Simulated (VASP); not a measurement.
# TbHgB4 (Cmm2) in VASP: single point with PBE

Aim: the single point of TbHgB4 with PBE.

Program: VASP 6.6.1. These are calculated values, not measurements. Logs are shortened: lines on timing, memory, paths and dates and some standing lists are left out, and cuts for length are marked.

### Step 1. The cell of the first run

Symmetry: Cmm2, No. 35, orthorhombic system. Conventional cell: a = 4.489 Å, b = 4.893 Å, c = 7.526 Å, α = 90.00°, β = 90.00°, γ = 90.00°. Within 3.5 Å of Tb (site symmetry mm2) lie 8 B at 2.67 to 3.23 Å and 4 Hg at 3.12 to 3.27 Å and 4 Tb at 3.32 Å. Within 2.1 Å of B (site symmetry m) lie 5 B at 1.58 to 1.84 Å. B (site symmetry m) has 7 B at 1.73 to 2.36 Å within 2.4 Å. Within 4.5 Å of Hg (site symmetry mm2) lie 16 B at 3.07 to 4.41 Å and 4 Tb at 3.12 to 3.27 Å and 6 Hg at 3.32 to 4.49 Å.

The cell was built from a structure type or drawn by symmetry, and may not be a known phase.

### Step 2. Single point, PBE

INCAR reads:

```
SYSTEM = TbHgB4
ALGO     = Normal         ! electronic algorithm
EDIFF    = 1E-6           ! SCF threshold, eV
ENCUT    = 500            ! plane-wave cutoff, eV
GGA      = PE             ! functional
GGA_COMPAT= .FALSE.      
ISIF     = 2              ! what is computed and relaxed
ISMEAR   = 0              ! smearing method
LASPH    = .TRUE.         ! aspherical terms in the spheres
LCHARG   = .FALSE.        ! write CHGCAR
LMAXMIX  = 6              ! l up to which the mixer works
LREAL    = .FALSE.        ! projectors in reciprocal space
LWAVE    = .FALSE.        ! write WAVECAR
NBANDS   = 26             ! bands
NELM     = 200            ! most SCF steps
PREC     = Accurate       ! precision mode
SIGMA    = 0.2            ! smearing width, eV
```

KPOINTS reads:

```
k-points
0
G
  4 4 3
  0 0 0
```

POSCAR reads:

```
TbHgB4
1.0
    2.2445129669     -2.4463702645      0.0000000000
    2.2445129669      2.4463702645      0.0000000000
    0.0000000000      0.0000000000      7.5264179205
Tb B Hg
1 4 1
Direct
    0.5000000000      0.5000000000      0.4427212382
    0.6757887329      0.6757887329      0.0906543305
    0.3242112671      0.3242112671      0.0906543305
    0.8234373440      0.1765626560      0.1568543063
    0.1765626560      0.8234373440      0.1568543063
    0.0000000000      0.0000000000      0.7312163082
```

Potentials or basis: VASP PAW PBE potentials, release 64 (Tb_3, B, Hg), 4f in core.

Run with:

```sh
cat potpaw_PBE.64/Tb_3/POTCAR potpaw_PBE.64/B/POTCAR potpaw_PBE.64/Hg/POTCAR > POTCAR
mpirun -np 1 vasp_std > vasp.out
```

OUTCAR:

```text
SYSTEM = TbHgB4
   EDIFF = 1E-6
   ENCUT = 500
   GGA = PE
   ISIF = 2
   ISMEAR = 0
   LASPH = .TRUE.
   LREAL = .FALSE.
   NELM = 200
   PREC = Accurate

 ion  position               nearest neighbor table
   1  0.500  0.500  0.443-   4 2.67   5 2.67   2 2.76   3 2.76   6 3.12   6 3.12   6 3.27   6 3.27

   2  0.676  0.676  0.091-   3 1.58   4 1.76   5 1.76   4 1.84   5 1.84   1 2.76
   3  0.324  0.324  0.091-   2 1.58   5 1.76   4 1.76   4 1.84   5 1.84   1 2.76
   4  0.823  0.177  0.157-   5 1.73   3 1.76   2 1.76   2 1.84   3 1.84   1 2.67
   5  0.177  0.823  0.157-   4 1.73   3 1.76   2 1.76   2 1.84   3 1.84   1 2.67
   6  0.000  0.000  0.731-   1 3.12   1 3.12   1 3.27   1 3.27

  LATTYP: Found a base centered orthorhombic cell.
 ALAT       =     4.4890259338
 B/A-ratio  =     1.0899336741
 C/A-ratio  =     1.6766260724

  Lattice vectors:

 A1 = (   2.2445129669,  -2.4463702645,   0.0000000000)
 A2 = (   2.2445129669,   2.4463702645,   0.0000000000)
 A3 = (   0.0000000000,   0.0000000000,   7.5264179205)

Analysis of symmetry for initial positions (statically):
=====================================================================
 Subroutine PRICEL returns:
 Original cell was already a primitive cell.

 Routine SETGRP: Setting up the symmetry group for a
 base centered orthorhombic supercell.

 Subroutine GETGRP returns: Found  4 space group operations
 (whereof  4 operations were pure point group operations)
 out of a pool of  8 trial point group operations.

The static configuration has the point symmetry C_2v.

Analysis of symmetry for dynamics (positions and initial velocities):
=====================================================================
 Subroutine PRICEL returns:
 Original cell was already a primitive cell.

 Routine SETGRP: Setting up the symmetry group for a
 base centered orthorhombic supercell.

 Subroutine GETGRP returns: Found  4 space group operations
 (whereof  4 operations were pure point group operations)
 out of a pool of  8 trial point group operations.

The dynamic configuration has the point symmetry C_2v.

 Subroutine INISYM returns: Found  4 space group operations
 (whereof  4 operations are pure point group operations),
 and found     1 'primitive' translations

----------------------------------------------------------------------------------------

                                     Primitive cell

  volume of cell :      82.6538

  direct lattice vectors                    reciprocal lattice vectors
     2.244512967 -2.446370265  0.000000000     0.222765476 -0.204384433  0.000000000
     2.244512967  2.446370265  0.000000000     0.222765476  0.204384433  0.000000000
     0.000000000  0.000000000  7.526417921     0.000000000  0.000000000  0.132865330

  length of vectors
     3.320024989  3.320024989  7.526417921     0.302320118  0.302320118  0.132865330

  position of ions in fractional coordinates (direct lattice)
     0.500000000  0.500000000  0.442721238
     0.675788733  0.675788733  0.090654331
     0.324211267  0.324211267  0.090654331
     0.823437344  0.176562656  0.156854306
     0.176562656  0.823437344  0.156854306
     0.000000000  0.000000000  0.731216308

  ion indices of the primitive-cell ions
   primitive index   ion index
                 1           1
                 2           2
                 3           3
                 4           4
                 5           5
                 6           6

----------------------------------------------------------------------------------------

 KPOINTS: k-points

Automatic generation of k-mesh.
 Grid dimensions read from file:
 generate k-points for:    4    4    3

 Generating k-lattice:

  Cartesian coordinates                     Fractional coordinates (reciprocal lattice)
     0.055691369 -0.051096108  0.000000000     0.250000000  0.000000000  0.000000000
     0.055691369  0.051096108  0.000000000     0.000000000  0.250000000  0.000000000
     0.000000000  0.000000000  0.044288443     0.000000000  0.000000000  0.333333333

  Length of vectors
     0.075580030  0.075580030  0.044288443

  Shift w.r.t. Gamma in fractional coordinates (k-lattice)
     0.000000000  0.000000000  0.000000000

 Subroutine IBZKPT returns following result:
 ===========================================

 Found     14 irreducible k-points:

 Following reciprocal coordinates:
            Coordinates               Weight
  0.000000  0.000000  0.000000      1.000000
  0.250000  0.000000  0.000000      4.000000
  0.500000  0.000000  0.000000      2.000000
  0.250000  0.250000  0.000000      2.000000
  0.500000  0.250000  0.000000      4.000000
 -0.250000  0.250000  0.000000      2.000000
  0.500000  0.500000  0.000000      1.000000
  0.000000  0.000000  0.333333      2.000000
  0.250000  0.000000  0.333333      8.000000
  0.500000  0.000000  0.333333      4.000000
  0.250000  0.250000  0.333333      4.000000
  0.500000  0.250000  0.333333      8.000000
 -0.250000  0.250000  0.333333      4.000000
  0.500000  0.500000  0.333333      2.000000
   k-points           NKPTS =     14   k-points in BZ     NKDIM =     14   number of bands    NBANDS=     26
   number of dos      NEDOS =    301   number of ions     NIONS =      6
   total plane-waves  NPLWV =  32256
   dimension x,y,z NGX =    24 NGY =   24 NGZ =   56
   dimension x,y,z NGXF=    48 NGYF=   48 NGZF=  112
   ions per type =               1   4   1
   NGX,Y,Z   is equivalent  to a cutoff of  12.02, 12.02, 12.37 a.u.
   NGXF,Y,Z  is equivalent  to a cutoff of  24.04, 24.04, 24.74 a.u.
 SYSTEM =  TbHgB4
   PREC   = accura    normal or accurate (medium, high low for compatibility)
   ISTART =      0    job   : 0-new  1-cont  2-samecut
   ICHARG =      2    charge: 1-file 2-atom 10-const
   ISPIN  =      1    spin polarized calculation?
   LNONCOLLINEAR =      F non collinear calculations
   LSORBIT =      F    spin-orbit coupling
   LASPH  =      T    aspherical Exc in radial PAW
   ENCUT  =  500.0 eV  36.75 Ry    6.06 a.u.   6.05  6.05 13.72*2*pi/ulx,y,z
   NELM   =    200;   NELMIN=  2; NELMDL= -5     # of ELM steps
   EDIFF  = 0.1E-05   stopping-criterion for ELM
   LREAL  =      F    real-space projection
   EDIFFG = 0.1E-04   stopping-criterion for IOM
   NSW    =      0    number of steps for IOM
   IBRION =     -1    ionic relax: 0-MD 1-quasi-New 2-CG
   NFREE  =      0    steps in history (QN), initial steepest desc. (CG)
   ISIF   =      2    stress and relaxation
   ISYM   =      2    0-nonsym 1-usesym 2-fastsym
   POTIM  = 0.5000    time-step for ionic-motion
   TEBEG  =    0.0;   TEEND  =   0.0 temperature during run
   PSTRESS=    0.0 pullay stress
   NELECT =      33.0000    total number of electrons
   NUPDOWN=      -1.0000    fix difference up-down
   EMIN   =  10.00;   EMAX   =-10.00  energy-range for DOS
   EFERMI =   0.00;   METHOD = LEGACY
   ISMEAR =     0;   SIGMA  =   0.20  broadening in eV -4-tet -1-fermi 0-gaus
   EFERMI_NEDOS =   21; number of points for ismear=-14 and -15
   IALGO  =     38    algorithm
   IMIX   =      4    mixing-type and parameters
     AMIX     =   0.40;   BMIX     =  1.00
     AMIX_MAG =   1.60;   BMIX_MAG =  1.00
  volume/ion in A,a.u.               =      13.78        92.96
  Fermi-wavevector in a.u.,A,eV,Ry     =   1.205476  2.278019 19.771613  1.453173
  Thomas-Fermi vector in A             =   2.341171
   LORBIT       =      0    0 simple, 1 ext, 2 COOP (PROOUT), +10 PAW based schemes
   GGA     = PE    functional components
   LHFCALC =     F    Hartree Fock is set to
   AEXX    =    0.0000 exact exchange contribution
   IVDW    =     0    specifies the selected vdW correction
   LEPSILON=     F    determine dielectric tensor
   LRPA    =     F    only Hartree local field effects (RPA)
 non-spin polarized calculation
 Gauss-broadening in eV      SIGMA  =   0.20
  energy-cutoff  :      500.00
  volume of cell :       82.65
 maximum number of plane-waves:      2124
   NGX = 13   NGY = 13   NGZ = 27

 number of electron      32.9999996 magnetization

 Free energy of the ion-electron system (eV)
  ---------------------------------------------------
  ext. energy  EPLUGINS =         0.00000000
  ---------------------------------------------------
  free energy    TOTEN  =       -29.16118448 eV

  energy without entropy =      -29.13163511  energy(sigma->0) =      -29.14640980

 E-fermi :   4.7785     XC(G=0): -10.8495

 val. band max:        4.6375577854   @ k =   0.5000   0.2500   0.0000
 cond. band min:       4.8823627646   @ k =   0.5000   0.2500   0.3333
 fundamental gap:      0.2448049792
 Fermi energy:         4.7785390117

 k-point     1 :       0.0000    0.0000    0.0000
  band No.  band energies     occupation
      1     -18.1127      2.00000
      2     -17.6983      2.00000
      3     -17.5446      2.00000
      4     -10.6865      2.00000
      5      -3.9543      2.00000
      6      -3.0414      2.00000
[... 18 lines left out ...]
     25      10.4684      0.00000
     26      10.7157      0.00000

 k-point     2 :       0.2500    0.0000    0.0000
  band No.  band energies     occupation
      1     -18.0528      2.00000
      2     -18.0281      2.00000
      3     -17.5791      2.00000
      4     -10.0838      2.00000
      5      -5.5518      2.00000
      6      -2.9682      2.00000
[... 18 lines left out ...]
     25      10.7589      0.00000
     26      11.1768      0.00000

 k-point     3 :       0.5000    0.0000    0.0000
  band No.  band energies     occupation
      1     -18.3930      2.00000
      2     -17.9888      2.00000
      3     -17.5520      2.00000
      4      -8.3454      2.00000
      5      -8.2702      2.00000
      6      -2.9060      2.00000
[... 18 lines left out ...]
     25      11.6190      0.00000
     26      11.7127      0.00000

 k-point     4 :       0.2500    0.2500    0.0000
  band No.  band energies     occupation
      1     -18.0426      2.00000
      2     -17.9918      2.00000
      3     -17.9194      2.00000
      4      -9.3875      2.00000
      5      -5.6399      2.00000
      6      -4.5877      2.00000
[... 18 lines left out ...]
     25       9.6161      0.00000
     26      10.4834      0.00000

 k-point     5 :       0.5000    0.2500    0.0000
  band No.  band energies     occupation
      1     -18.3342      2.00000
      2     -17.9384      2.00000
      3     -17.9245      2.00000
      4      -7.9257      2.00000
      5      -7.5263      2.00000
      6      -3.7168      2.00000
[... 18 lines left out ...]
     25      11.2572      0.00000
     26      11.3715      0.00000

 k-point     6 :      -0.2500    0.2500    0.0000
  band No.  band energies     occupation
      1     -17.9981      2.00000
      2     -17.9957      2.00000
      3     -17.9379      2.00000
      4      -9.5855      2.00000
      5      -5.0624      2.00000
      6      -4.1652      2.00000
[... 137 lines left out ...]
 k-point    11 :       0.2500    0.2500    0.3333
  band No.  band energies     occupation
      1     -18.0425      2.00000
      2     -17.9919      2.00000
      3     -17.9194      2.00000
      4      -9.3847      2.00000
      5      -5.6411      2.00000
      6      -4.5832      2.00000
[... 18 lines left out ...]
     25       9.8738      0.00000
     26      10.6464      0.00000

 k-point    12 :       0.5000    0.2500    0.3333
  band No.  band energies     occupation
      1     -18.3342      2.00000
      2     -17.9385      2.00000
      3     -17.9245      2.00000
      4      -7.9246      2.00000
      5      -7.5257      2.00000
      6      -3.7002      2.00000
[... 18 lines left out ...]
     25      10.5930      0.00000
     26      11.4074      0.00000

 k-point    13 :      -0.2500    0.2500    0.3333
  band No.  band energies     occupation
      1     -17.9982      2.00000
      2     -17.9957      2.00000
      3     -17.9379      2.00000
      4      -9.5798      2.00000
      5      -5.0587      2.00000
      6      -4.1530      2.00000
[... 18 lines left out ...]
     25      10.0686      0.00000
     26      12.1250      0.00000

 k-point    14 :       0.5000    0.5000    0.3333
  band No.  band energies     occupation
      1     -18.2759      2.00000
      2     -18.2725      2.00000
      3     -17.8855      2.00000
      4      -6.6885      2.00000
      5      -5.9521      2.00000
      6      -5.8328      2.00000
[... 18 lines left out ...]
     25      12.1688      0.00000
     26      12.4827      0.00000

------------------------ aborting loop because EDIFF is reached ----------------------------------------

  FORCE on cell =-STRESS in cart. coord.  units (eV):
  Direction    XX          YY          ZZ          XY          YZ          ZX
  --------------------------------------------------------------------------------------
  -------------------------------------------------------------------------------------
  Total        0.0077206      0.2263674      0.3449401      0.0000000      0.0000000      0.0000000
  in kB        0.1496577      4.3879514      6.6863898      0.0000000      0.0000000      0.0000000
  external PRESSURE =       3.7413330 kB  Pullay stress =       0.0000000 kB

 VOLUME and BASIS-vectors are now :
 -----------------------------------------------------------------------------
  energy-cutoff  :      500.00
  volume of cell :       82.65
      direct lattice vectors                 reciprocal lattice vectors
     2.244512967 -2.446370265  0.000000000     0.222765476 -0.204384433  0.000000000
     2.244512967  2.446370265  0.000000000     0.222765476  0.204384433  0.000000000
     0.000000000  0.000000000  7.526417921     0.000000000  0.000000000  0.132865330

 POSITION                                       TOTAL-FORCE (eV/Angst)
 -----------------------------------------------------------------------------------
      2.24451      0.00000      3.33211        -0.000000     -0.000000     -0.054180
      3.03363      0.00000      0.68230        -0.030642     -0.000000     -0.005392
      1.45539      0.00000      0.68230         0.030642     -0.000000     -0.005392
      2.24451     -1.58250      1.18055        -0.000000      0.004402      0.015613
      2.24451      1.58250      1.18055        -0.000000     -0.004402      0.015613
      0.00000      0.00000      5.50344        -0.000000     -0.000000      0.033737
 -----------------------------------------------------------------------------------
    total drift:                               -0.000000     -0.000000      0.000472

  FREE ENERGIE OF THE ION-ELECTRON SYSTEM (eV)
  ---------------------------------------------------
  free  energy   TOTEN  =       -29.1611844824 eV

  energy  without entropy=      -29.1316351106  energy(sigma->0) =      -29.14640980
```

Wall time 14 s (1 thread of AMD EPYC 9R45 (Zen 5), shared host); peak memory 0.16 GiB.

Results:

```
Free energy            : -29.1612 eV
Pressure               : 0.4 GPa
Largest force          : 0.054 eV/Å
Band gap on the k mesh : zero (an odd number of electrons rules out a gap without spin polarisation)
```

Forces in eV/Å, atoms in the order of the input:
```
Tb   0.000  0.000 -0.054
B   -0.031  0.000 -0.005
B    0.031  0.000 -0.005
B    0.000  0.004  0.016
B    0.000 -0.004  0.016
Hg   0.000  0.000  0.034
```

Stress tensor (GPa, compression positive):
```
0.01 0.00 0.00
0.00 0.44 0.00
0.00 0.00 0.67
```

Caveat: the k points lie up to 0.47 Å⁻¹ apart, too coarse for converged energies and pressures of a metal; spin-orbit coupling is left out, which moves the levels of the heavy elements; the 4f electrons are frozen in the core, so they carry no moment and show no levels. Spin polarisation is off, so any magnetic state and its effect on volume and gap are missing.
